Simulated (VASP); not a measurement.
# W3C in VASP: relaxation of the atoms with PBE

Aim: the relaxation of the atoms of W3C with PBE.

Program: VASP 6.6.1. These are calculated values, not measurements. Logs are shortened: lines on timing, memory, paths and dates and some standing lists are left out, and cuts for length are marked.

### Step 1. The cell of the first run

The cell holds a slab with vacuum, 4 atoms: a = 2.855 Å, b = 2.855 Å, c = 20.197 Å, α = 90.00°, β = 90.00°, γ = 120.00°.

### Step 2. Relaxation of the atoms, PBE

Contents of INCAR:

```
SYSTEM = W3C
ALGO = Normal
DIPOL = 0.5 0.5 0.361
EDIFF = 1E-6
EDIFFG = -0.025
ENCUT = 520
GGA = PE
IBRION = 2
IDIPOL = 3
ISIF = 2
ISMEAR = 0
LASPH = .TRUE.
LCHARG = .FALSE.
LDIPOL = .TRUE.
LREAL = .FALSE.
LWAVE = .FALSE.
NELM = 80
NSW = 36
PREC = Accurate
SIGMA = 0.1
```

Contents of KPOINTS:

```
k-points
0
G
  9 9 1
  0 0 0
```

Contents of POSCAR:

```
W3C
1.0
    2.8547213223      0.0000000000      0.0000000000
   -1.4273606611      2.4722611858      0.0000000000
    0.0000000000      0.0000000000     20.1973423164
W C
3 1
Selective dynamics
Direct
    0.6666666667      0.3333333333      0.1980458586  F F F
    0.3333333333      0.6666666667      0.3143385340  F F F
    0.0000000000      0.0000000000      0.4306181566  F F F
    0.0000000000      0.5000000000      0.5009244364  F F T
```

Potentials or basis: VASP PAW PBE potentials, release 64 (W_sv, C).

Started as:

```console
$ cat potpaw_PBE.64/W_sv/POTCAR potpaw_PBE.64/C/POTCAR > POTCAR
$ mpirun -np 1 vasp_std > vasp.out
```

OUTCAR:

```text
SYSTEM = W3C
   EDIFF = 1E-6
   EDIFFG = -0.025
   ENCUT = 520
   GGA = PE
   IBRION = 2
   ISIF = 2
   ISMEAR = 0
   LASPH = .TRUE.
   LREAL = .FALSE.
   NELM = 80
   NSW = 36
   PREC = Accurate

 ion  position               nearest neighbor table
   1  0.667  0.333  0.198-   2 2.87   2 2.87   2 2.87
   2  0.333  0.667  0.314-   3 2.87   3 2.87   3 2.87   1 2.87   1 2.87   1 2.87
   3  0.000  0.000  0.431-   4 2.01   4 2.01   2 2.87   2 2.87   2 2.87
   4  0.000  0.500  0.501-   3 2.01   3 2.01

  LATTYP: Found a hexagonal cell.
 ALAT       =     2.8547213223
 C/A-ratio  =     7.0750661925

  Lattice vectors:

 A1 = (   2.8547213223,   0.0000000000,   0.0000000000)
 A2 = (  -1.4273606611,   2.4722611858,   0.0000000000)
 A3 = (   0.0000000000,   0.0000000000,  20.1973423164)

Analysis of symmetry for initial positions (statically):
=====================================================================
 Subroutine PRICEL returns:
 Original cell was already a primitive cell.

 Routine SETGRP: Setting up the symmetry group for a
 hexagonal supercell.

 Subroutine GETGRP returns: Found  2 space group operations
 (whereof  2 operations were pure point group operations)
 out of a pool of 24 trial point group operations.

The static configuration has the point symmetry C_1h.

Analysis of symmetry for dynamics (positions and initial velocities):
=====================================================================
 Subroutine PRICEL returns:
 Original cell was already a primitive cell.

 Routine SETGRP: Setting up the symmetry group for a
 hexagonal supercell.

 Subroutine GETGRP returns: Found  2 space group operations
 (whereof  2 operations were pure point group operations)
 out of a pool of 24 trial point group operations.

The dynamic configuration has the point symmetry C_1h.

Analysis of constrained symmetry for selective dynamics:
=====================================================================
 Subroutine PRICEL returns:
 Original cell was already a primitive cell.

 Routine SETGRP: Setting up the symmetry group for a
 hexagonal supercell.

 Subroutine GETGRP returns: Found  2 space group operations
 (whereof  2 operations were pure point group operations)
 out of a pool of 24 trial point group operations.

The constrained configuration has the point symmetry C_1h.

 Subroutine INISYM returns: Found  2 space group operations
 (whereof  2 operations are pure point group operations),
 and found     1 'primitive' translations

[... 113 lines left out ...]
   EFERMI_NEDOS =   21; number of points for ismear=-14 and -15
   IALGO  =     38    algorithm
   IMIX   =      4    mixing-type and parameters
     AMIX     =   0.40;   BMIX     =  1.00
     AMIX_MAG =   1.60;   BMIX_MAG =  1.00
  volume/ion in A,a.u.               =      35.64       240.49
  Fermi-wavevector in a.u.,A,eV,Ry     =   1.122906  2.121984 17.155825  1.260918
  Thomas-Fermi vector in A             =   2.259569
   LORBIT       =      0    0 simple, 1 ext, 2 COOP (PROOUT), +10 PAW based schemes
   GGA     = PE    functional components
   LHFCALC =     F    Hartree Fock is set to
   AEXX    =    0.0000 exact exchange contribution
   IVDW    =     0    specifies the selected vdW correction
   LEPSILON=     F    determine dielectric tensor
   LRPA    =     F    only Hartree local field effects (RPA)
 conjugate gradient relaxation of ions
 non-spin polarized calculation
 Gauss-broadening in eV      SIGMA  =   0.10
  energy-cutoff  :      520.00
  volume of cell :      142.55
 maximum number of plane-waves:      3867
 NGX is ok and might be reduce to    24
   NGX = 11   NGY = 11   NGZ = 75

 dipolmoment           0.000000      0.000000     -0.013855 electrons x Angstroem

--------------------------------------- Ionic step        1  -------------------------------------------

 number of electron      46.0000000 magnetization

 Free energy of the ion-electron system (eV)
  ---------------------------------------------------
  ext. energy  EPLUGINS =         0.00000000
  ---------------------------------------------------
  free energy    TOTEN  =       -42.58900742 eV

  energy without entropy =      -42.56480735  energy(sigma->0) =      -42.57690738

------------------------ aborting loop because EDIFF is reached ----------------------------------------

  FORCE on cell =-STRESS in cart. coord.  units (eV):
  Direction    XX          YY          ZZ          XY          YZ          ZX
  --------------------------------------------------------------------------------------
  -------------------------------------------------------------------------------------
  Total       -1.3334885     -0.5762861     -1.9998570     -0.6557565     -0.1431708     -0.2479794
  in kB      -14.9881337     -6.4773357    -22.4779778     -7.3705673     -1.6092098     -2.7872365
  external PRESSURE =     -14.6478157 kB  Pullay stress =       0.0000000 kB
[... 63 lines left out ...]
--------------------------------------- Ionic step        3  -------------------------------------------

 number of electron      46.0000000 magnetization

 dipolmoment           0.000000      0.000000      0.056125 electrons x Angstroem

 Free energy of the ion-electron system (eV)
  ---------------------------------------------------
  ext. energy  EPLUGINS =         0.00000000
  ---------------------------------------------------
  free energy    TOTEN  =       -42.67718085 eV

  energy without entropy =      -42.65185214  energy(sigma->0) =      -42.66451649

 E-fermi :   0.3716     XC(G=0):  -6.1552

 val. band max:        0.3376014204   @ k =   0.0000   0.1111   0.0000
 cond. band min:       0.3873395804   @ k =  -0.1111   0.3333   0.0000
 fundamental gap:      0.0497381600
 Fermi energy:         0.3716032995

 k-point     1 :       0.0000    0.0000    0.0000
  band No.  band energies     occupation
      1     -73.3879      2.00000
      2     -73.3420      2.00000
      3     -73.2840      2.00000
      4     -38.0207      2.00000
      5     -37.6605      2.00000
      6     -37.2535      2.00000
[... 709 lines left out ...]
     26       2.3294      0.00000
     27       3.1056      0.00000

 [... further k-points ...]

------------------------ aborting loop because EDIFF is reached ----------------------------------------

 vacuum level on the upper side and lower side of the slab       (xc-potential included)         0.671        -0.714

  FORCE on cell =-STRESS in cart. coord.  units (eV):
  Direction    XX          YY          ZZ          XY          YZ          ZX
  --------------------------------------------------------------------------------------
  -------------------------------------------------------------------------------------
  Total       -0.2827285      1.2663139      0.7687586     -1.3415101     -0.2227258     -0.3857727
  in kB       -3.1778100     14.2331058      8.6406867    -15.0782954     -2.5033915     -4.3360054
  external PRESSURE =       6.5653275 kB  Pullay stress =       0.0000000 kB
[... 19 lines left out ...]
  FREE ENERGIE OF THE ION-ELECTRON SYSTEM (eV)
  ---------------------------------------------------
  free  energy   TOTEN  =       -42.6771808461 eV

  energy  without entropy=      -42.6518521370  energy(sigma->0) =      -42.66451649

 reached required accuracy - stopping structural energy minimisation

 vacuum level on the upper side and lower side of the slab         6.909         5.569
```

CONTCAR:

```text
W3C
   1.00000000000000
     2.8547213223000001    0.0000000000000000    0.0000000000000000
    -1.4273606611000000    2.4722611857999999    0.0000000000000000
     0.0000000000000000    0.0000000000000000   20.1973423164000003
  W               C
     3     1
Selective dynamics
Direct
     0.6666666667000030    0.3333333332999970    0.1980458585999969   F   F   F
     0.3333333332999970    0.6666666667000030    0.3143385340000009   F   F   F
     0.0000000000000000    0.0000000000000000    0.4306181565999978   F   F   F
     0.0000000000000000    0.5000000000000000    0.4958991414302378   F   F   T

  0.00000000E+00  0.00000000E+00  0.00000000E+00
  0.00000000E+00  0.00000000E+00  0.00000000E+00
  0.00000000E+00  0.00000000E+00  0.00000000E+00
  0.00000000E+00  0.00000000E+00  0.00000000E+00
```

Wall time 9.6 min (1 thread of Intel Xeon Platinum 8259CL at 2.50GHz (Skylake/Cascade Lake), shared host); peak memory 0.33 GiB.

Results:

- Free energy: -42.6772 eV
- Energy gained by relaxing: 22.0 meV/atom
- Ionic steps: 3
- Band gap on the k mesh: zero (bands 23 and 24 overlap by 0.79 eV)

Step by step:
```csv
step,energy change (eV),largest force on free atoms (eV/Å),pressure (GPa)
1,0.0000,1.6485,-1.46
2,-0.0837,0.4018,0.15
3,-0.0882,0.0060,0.66
```

Final structure:
```xyz
4
Lattice="2.8547 0.0000 0.0000 -1.4274 2.4723 0.0000 0.0000 0.0000 20.1973" Properties=species:S:1:pos:R:3 pbc="T T T"
W     1.4274    0.8241    4.0000
W     0.0000    1.6482    6.3488
W     0.0000    0.0000    8.6973
C    -0.7137    1.2361   10.0158
```

Caveat: spin-orbit coupling is left out, which moves the levels of the heavy elements.

The gap in the log of VASP goes by the Fermi energy; the results here count the filled bands.